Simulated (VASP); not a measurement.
# C (Fd-3m) in VASP: further runs

C is run at these levels: PBEsol; tasks: single point, relaxation of cell and atoms.

Program: VASP 6.6.1. These are calculated values, not measurements. Logs are shortened: lines on timing, memory, paths and dates and some standing lists are left out, and cuts for length are marked.

### Step 1. The cell of the first run

It takes space group Fd-3m (No. 227, cubic). The conventional cell has a = 3.554 Å, b = 3.554 Å, c = 3.554 Å, α = 90.00°, β = 90.00°, γ = 90.00°. Within 2.1 Å of C (site symmetry -43m) lie 4 C at 1.54 Å.

### Step 2. Single point, PBEsol

Contents of INCAR:

```
SYSTEM = C
PREC     = Accurate       ! precision mode
ENCUT    = 600            ! plane-wave cutoff, eV
EDIFF    = 1E-6           ! SCF threshold, eV
ISMEAR   = 0              ! smearing method
SIGMA    = 0.01           ! smearing width, eV
LREAL    = .FALSE.        ! projectors in reciprocal space
LASPH    = .TRUE.         ! aspherical terms in the spheres
NELM     = 120            ! most SCF steps
ALGO     = Normal         ! electronic algorithm
ISIF     = 2              ! what is computed and relaxed
LWAVE    = .FALSE.        ! write WAVECAR
LCHARG   = .FALSE.        ! write CHGCAR
GGA      = PS             ! functional
NBANDS   = 11             ! bands
GGA_COMPAT= .FALSE.
```

Contents of KPOINTS:

```
Automatic mesh
0
G
  12 12 12
  0 0 0
```

Contents of POSCAR:

```
C
1.0
    0.0000000000      1.7769046136      1.7769046136
    1.7769046136      0.0000000000      1.7769046136
    1.7769046136      1.7769046136      0.0000000000
C
2
Direct
    0.0000000000      0.0000000000      0.0000000000
    0.2500000000      0.2500000000      0.2500000000
```

Potentials or basis: VASP PAW PBE potentials, release 64 (C).

Run with:

```console
> cat potpaw_PBE.64/C/POTCAR > POTCAR
> mpirun -np 1 vasp_std > vasp.out
```

OUTCAR:

```text
SYSTEM = C
   PREC = Accurate
   ENCUT = 600
   EDIFF = 1E-6
   ISMEAR = 0
   LREAL = .FALSE.
   LASPH = .TRUE.
   NELM = 120
   ISIF = 2
   GGA = PS

 ion  position               nearest neighbor table
   1  0.000  0.000  0.000-   2 1.54   2 1.54   2 1.54   2 1.54
   2  0.250  0.250  0.250-   1 1.54   1 1.54   1 1.54   1 1.54

  LATTYP: Found a face centered cubic cell.
 ALAT       =     3.5538092272

  Lattice vectors:

 A1 = (   0.0000000000,   1.7769046136,   1.7769046136)
 A2 = (   1.7769046136,   0.0000000000,   1.7769046136)
 A3 = (   1.7769046136,   1.7769046136,   0.0000000000)

Analysis of symmetry for initial positions (statically):
=====================================================================
 Subroutine PRICEL returns:
 Original cell was already a primitive cell.

 Routine SETGRP: Setting up the symmetry group for a
 face centered cubic supercell.

 Subroutine GETGRP returns: Found 48 space group operations
 (whereof 24 operations were pure point group operations)
 out of a pool of 48 trial point group operations.

The static configuration has the point symmetry T_d .
 The point group associated with its full space group is O_h .

Analysis of symmetry for dynamics (positions and initial velocities):
=====================================================================
 Subroutine PRICEL returns:
 Original cell was already a primitive cell.

 Routine SETGRP: Setting up the symmetry group for a
 face centered cubic supercell.

 Subroutine GETGRP returns: Found 48 space group operations
 (whereof 24 operations were pure point group operations)
 out of a pool of 48 trial point group operations.

The dynamic configuration has the point symmetry T_d .
 The point group associated with its full space group is O_h .

 Subroutine INISYM returns: Found 48 space group operations
 (whereof 24 operations are pure point group operations),
 and found     1 'primitive' translations

----------------------------------------------------------------------------------------

                                     Primitive cell

  volume of cell :      11.2208

  direct lattice vectors                    reciprocal lattice vectors
     0.000000000  1.776904614  1.776904614    -0.281388205  0.281388205  0.281388205
     1.776904614  0.000000000  1.776904614     0.281388205 -0.281388205  0.281388205
     1.776904614  1.776904614  0.000000000     0.281388205  0.281388205 -0.281388205

  length of vectors
     2.512922604  2.512922604  2.512922604     0.487378668  0.487378668  0.487378668

  position of ions in fractional coordinates (direct lattice)
     0.000000000  0.000000000  0.000000000
     0.250000000  0.250000000  0.250000000

  ion indices of the primitive-cell ions
   primitive index   ion index
                 1           1
                 2           2

----------------------------------------------------------------------------------------

 KPOINTS: Automatic mesh

Automatic generation of k-mesh.
 Grid dimensions read from file:
 generate k-points for:   12   12   12

 Generating k-lattice:

  Cartesian coordinates                     Fractional coordinates (reciprocal lattice)
    -0.023449017  0.023449017  0.023449017     0.083333333  0.000000000  0.000000000
     0.023449017 -0.023449017  0.023449017     0.000000000  0.083333333  0.000000000
     0.023449017  0.023449017 -0.023449017     0.000000000  0.000000000  0.083333333

  Length of vectors
     0.040614889  0.040614889  0.040614889

  Shift w.r.t. Gamma in fractional coordinates (k-lattice)
     0.000000000  0.000000000  0.000000000

 Subroutine IBZKPT returns following result:
 ===========================================

 Found     72 irreducible k-points:

 Following reciprocal coordinates:
            Coordinates               Weight
  0.000000  0.000000  0.000000      1.000000
  0.083333  0.000000  0.000000      8.000000
  0.166667  0.000000  0.000000      8.000000
  0.250000  0.000000  0.000000      8.000000
  0.333333  0.000000  0.000000      8.000000
  0.416667  0.000000  0.000000      8.000000
[... 16 lines left out ...]
  0.500000  0.166667  0.000000     24.000000
 -0.416667  0.166667  0.000000     24.000000
 [... further k-points ...]
   k-points           NKPTS =     72   k-points in BZ     NKDIM =     72   number of bands    NBANDS=     11
   number of dos      NEDOS =    301   number of ions     NIONS =      2
   total plane-waves  NPLWV =   8000
   dimension x,y,z NGX =    20 NGY =   20 NGZ =   20
   dimension x,y,z NGXF=    40 NGYF=   40 NGZF=   40
   ions per type =               2
   NGX,Y,Z   is equivalent  to a cutoff of  13.23, 13.23, 13.23 a.u.
   NGXF,Y,Z  is equivalent  to a cutoff of  26.46, 26.46, 26.46 a.u.
 SYSTEM =  C
   PREC   = accura    normal or accurate (medium, high low for compatibility)
   ISTART =      0    job   : 0-new  1-cont  2-samecut
   ICHARG =      2    charge: 1-file 2-atom 10-const
   ISPIN  =      1    spin polarized calculation?
   LNONCOLLINEAR =      F non collinear calculations
   LSORBIT =      F    spin-orbit coupling
   LASPH  =      T    aspherical Exc in radial PAW
   ENCUT  =  600.0 eV  44.10 Ry    6.64 a.u.   5.02  5.02  5.02*2*pi/ulx,y,z
   NELM   =    120;   NELMIN=  2; NELMDL= -5     # of ELM steps
   EDIFF  = 0.1E-05   stopping-criterion for ELM
   LREAL  =      F    real-space projection
   EDIFFG = 0.1E-04   stopping-criterion for IOM
   NSW    =      0    number of steps for IOM
   IBRION =     -1    ionic relax: 0-MD 1-quasi-New 2-CG
   NFREE  =      0    steps in history (QN), initial steepest desc. (CG)
   ISIF   =      2    stress and relaxation
   ISYM   =      2    0-nonsym 1-usesym 2-fastsym
   POTIM  = 0.5000    time-step for ionic-motion
   TEBEG  =    0.0;   TEEND  =   0.0 temperature during run
   PSTRESS=    0.0 pullay stress
   NELECT =       8.0000    total number of electrons
   NUPDOWN=      -1.0000    fix difference up-down
   EMIN   =  10.00;   EMAX   =-10.00  energy-range for DOS
   EFERMI =   0.00;   METHOD = LEGACY
   ISMEAR =     0;   SIGMA  =   0.01  broadening in eV -4-tet -1-fermi 0-gaus
   EFERMI_NEDOS =   21; number of points for ismear=-14 and -15
   IALGO  =     38    algorithm
   IMIX   =      4    mixing-type and parameters
     AMIX     =   0.40;   BMIX     =  1.00
     AMIX_MAG =   1.60;   BMIX_MAG =  1.00
  volume/ion in A,a.u.               =       5.61        37.86
  Fermi-wavevector in a.u.,A,eV,Ry     =   1.462505  2.763734 29.101788  2.138921
  Thomas-Fermi vector in A             =   2.578710
   LORBIT       =      0    0 simple, 1 ext, 2 COOP (PROOUT), +10 PAW based schemes
   GGA     = PS    functional components
   LHFCALC =     F    Hartree Fock is set to
   AEXX    =    0.0000 exact exchange contribution
   IVDW    =     0    specifies the selected vdW correction
   LEPSILON=     F    determine dielectric tensor
   LRPA    =     F    only Hartree local field effects (RPA)
 non-spin polarized calculation
 Gauss-broadening in eV      SIGMA  =   0.01
  energy-cutoff  :      600.00
  volume of cell :       11.22
 maximum number of plane-waves:       388
   NGX =  9   NGY =  9   NGZ =  9

 number of electron       7.9999999 magnetization

 Free energy of the ion-electron system (eV)
  ---------------------------------------------------
  ext. energy  EPLUGINS =         0.00000000
  ---------------------------------------------------
  free energy    TOTEN  =       -19.25424671 eV

  energy without entropy =      -19.25424671  energy(sigma->0) =      -19.25424671

 E-fermi :  10.0297     XC(G=0): -13.4866

 val. band max:        9.8662598438   @ k =   0.0000   0.0000   0.0000
 cond. band min:      13.9272546999   @ k =   0.3333   0.3333   0.0000
 fundamental gap:      4.0609948562
 Fermi energy:        10.0297100763

 k-point     1 :       0.0000    0.0000    0.0000
  band No.  band energies     occupation
      1     -11.8020      2.00000
      2       9.8663      2.00000
      3       9.8663      2.00000
      4       9.8663      2.00000
      5      15.4357      0.00000
      6      15.4357      0.00000
      7      15.4357      0.00000
      8      23.4835      0.00000
      9      28.9655      0.00000
     10      36.4561      0.00000
     11      36.4561      0.00000

 k-point     2 :       0.0833    0.0000    0.0000
  band No.  band energies     occupation
      1     -11.6079      2.00000
      2       8.6204      2.00000
      3       9.5366      2.00000
      4       9.5366      2.00000
      5      15.8667      0.00000
      6      15.8667      0.00000
      7      16.1681      0.00000
      8      23.6294      0.00000
      9      29.2926      0.00000
     10      34.2091      0.00000
     11      34.2091      0.00000

 k-point     3 :       0.1667    0.0000    0.0000
  band No.  band energies     occupation
      1     -11.0274      2.00000
      2       6.0585      2.00000
      3       8.8239      2.00000
      4       8.8239      2.00000
      5      16.7982      0.00000
      6      16.7982      0.00000
      7      17.2904      0.00000
      8      24.0449      0.00000
      9      29.9776      0.00000
     10      32.5894      0.00000
     11      32.5894      0.00000
[... 267 lines left out ...]
 k-point    23 :       0.5000    0.1667    0.0000
  band No.  band energies     occupation
      1      -5.9616      2.00000
      2      -2.3077      2.00000
      3       4.8170      2.00000
      4       5.8344      2.00000
      5      16.8914      0.00000
      6      20.6050      0.00000
      7      21.2134      0.00000
      8      24.1351      0.00000
      9      29.9192      0.00000
     10      33.7422      0.00000
     11      36.4407      0.00000

 k-point    24 :      -0.4167    0.1667    0.0000
  band No.  band energies     occupation
      1      -5.5104      2.00000
      2      -2.8463      2.00000
      3       4.3200      2.00000
      4       6.2210      2.00000
      5      17.3347      0.00000
      6      20.1085      0.00000
      7      21.1857      0.00000
      8      25.3309      0.00000
      9      29.2154      0.00000
     10      34.0045      0.00000
     11      34.4657      0.00000

 [... further k-points ...]

------------------------ aborting loop because EDIFF is reached ----------------------------------------

  FORCE on cell =-STRESS in cart. coord.  units (eV):
  Direction    XX          YY          ZZ          XY          YZ          ZX
  --------------------------------------------------------------------------------------
  -------------------------------------------------------------------------------------
  Total        0.0307311      0.0307311      0.0307311      0.0000000     -0.0000000     -0.0000000
  in kB        4.3880043      4.3880043      4.3880043      0.0000000     -0.0000000     -0.0000000
  external PRESSURE =       4.3880043 kB  Pullay stress =       0.0000000 kB

 VOLUME and BASIS-vectors are now :
 -----------------------------------------------------------------------------
  energy-cutoff  :      600.00
  volume of cell :       11.22
      direct lattice vectors                 reciprocal lattice vectors
     0.000000000  1.776904614  1.776904614    -0.281388205  0.281388205  0.281388205
     1.776904614  0.000000000  1.776904614     0.281388205 -0.281388205  0.281388205
     1.776904614  1.776904614  0.000000000     0.281388205  0.281388205 -0.281388205

 POSITION                                       TOTAL-FORCE (eV/Angst)
 -----------------------------------------------------------------------------------
      0.00000      0.00000      0.00000         0.000000     -0.000000      0.000000
      0.88845      0.88845      0.88845        -0.000000      0.000000     -0.000000
 -----------------------------------------------------------------------------------
    total drift:                                0.000000      0.000000      0.000000

  FREE ENERGIE OF THE ION-ELECTRON SYSTEM (eV)
  ---------------------------------------------------
  free  energy   TOTEN  =       -19.2542467109 eV

  energy  without entropy=      -19.2542467109  energy(sigma->0) =      -19.25424671
```

Wall time 11 s (1 thread of Intel Xeon Platinum 8259CL at 2.50GHz (Skylake/Cascade Lake), shared host); peak memory 0.12 GiB.

What came out:

* Free energy: -19.2542 eV
* Pressure: 0.4 GPa
* Band gap on the k mesh: 4.06 eV, indirect (least direct gap 5.57 eV)

Levels at points of the mesh, in eV from the valence-band top:
```tsv
k point	band 1	band 2	band 3	band 4	band 5	band 6	band 7	band 8	band 9
(0.00, 0.00, 0.00)	-21.67	0.00	0.00	0.00	5.57	5.57	5.57	13.62	19.10
(0.50, 0.00, 0.00)	-15.77	-13.59	-2.84	-2.84	8.43	8.43	8.99	15.59	21.80
(0.50, 0.50, 0.00)	-12.85	-12.85	-6.40	-6.40	4.62	4.62	16.95	16.95	23.28
```

Caveat: the PAW data sets were made with another functional, which shifts forces and pressure a little. A k mesh can miss the band edges.

### Step 3. Relaxation of cell and atoms, PBEsol

Contents of INCAR:

```
PREC = Accurate ; ENCUT = 600
EDIFF = 1E-7 ; ISMEAR = 0
SIGMA = 0.01 ; LREAL = F
LASPH = T ; NELM = 120
ALGO = Normal ; ISIF = 3
LWAVE = F ; LCHARG = F
GGA = PS ; IBRION = 2
NSW = 80 ; EDIFFG = -0.001
GGA_COMPAT = F ; NELMIN = 4
```

Contents of KPOINTS:

```
Automatic mesh
0
Gamma
  12 12 12
```

POSCAR is that of step 2.

Potentials or basis: VASP PAW PBE potentials, release 64 (C).

Run with:

```console
> cat potpaw_PBE.64/C/POTCAR > POTCAR
> mpirun -np 1 vasp_std > vasp.out
```

Run time: 16 s. Hardware: 1 thread of Intel Xeon Platinum 8259CL at 2.50GHz (Skylake/Cascade Lake), shared host; peak memory 0.11 GiB.

It converged, with:

```yaml
Free_energy: -19.2543 eV
Relaxed_volume: 5.62 Å³/atom
Relaxed_cell: a = 2.514 Å, b = 2.514 Å, c = 2.514 Å, α = 60.00°, β = 60.00°, γ = 60.00°
Space_group_after_relaxing_to_0.05_Å: Fd-3m (No. 227)
Energy_gained_by_relaxing: 0.0 meV/atom
Ionic_steps: 3
Pressure_after_relaxing: 0.0 GPa
Band_gap_on_the_k_mesh: 4.06 eV, indirect (least direct gap 5.57 eV)
```

Final structure:
```xyz
2
Lattice="0.0000 1.7775 1.7775 1.7775 0.0000 1.7775 1.7775 1.7775 0.0000" Properties=species:S:1:pos:R:3 pbc="T T T"
C     0.0000    0.0000    0.0000
C     0.8887    0.8887    0.8887
```

Levels at points of the mesh, in eV from the valence-band top:
| k point | band 1 | band 2 | band 3 | band 4 | band 5 | band 6 | band 7 | band 8 |
| --- | --- | --- | --- | --- | --- | --- | --- | --- |
| (0.00, 0.00, 0.00) | -21.66 | 0.00 | 0.00 | 0.00 | 5.57 | 5.57 | 5.57 | 13.59 |
| (0.50, 0.00, 0.00) | -15.77 | -13.58 | -2.84 | -2.84 | 8.43 | 8.43 | 8.97 | 15.58 |
| (0.50, 0.50, 0.00) | -12.85 | -12.85 | -6.40 | -6.40 | 4.62 | 4.62 | 16.93 | 16.93 |

Caveat: the PAW data sets were made with another functional, which shifts forces and pressure a little.
